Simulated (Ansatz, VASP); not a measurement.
Two plane-wave programs on SiGe

```
Si Ge
1.0
     4.00206    0.00000    0.00000
    -2.00103    3.46589    0.00000
     0.00000    0.00000    6.45078
Si Ge
2 2
Direct
  0.66667 0.33333 0.87461
  0.33333 0.66667 0.37461
  0.66667 0.33333 0.50039
  0.33333 0.66667 0.00039
```

Change from the starting cell: strain +0.025 along x and y, +0.000 along z, atoms carried along.

Alike in both runs: task single point; functional r2SCAN; k mesh 12 × 12 × 4; occupations gaussian, width 0.05 eV; no spin polarisation.

```csv
,VASP,Ansatz
version,VASP 6.6.1,Ansatz 0.2.0
potentials or method,"VASP PAW PBE potentials, release 64 (Si, Ge_d), cutoff 520 eV","scalar-relativistic, plane waves, PAW"
valence electrons in the cell,36,36
```

```csv
,VASP,Ansatz,Ansatz less VASP
gap on the k mesh at the Fermi level (eV),0.36,0.37,+0.007
least direct gap on the mesh (eV),0.36,0.37,+0.007
pressure (GPa),-3.7,-3.6,+0.04
"traceless stress, the component that is largest in VASP (GPa)",3.20,3.19,-0.008
rms of the force components (eV/Å),0.118,0.120,+0.0017
```

VASP's potentials were made for PBE, not for r2SCAN. Atom by atom the forces differ by 0.002 eV/Å (rms over components).
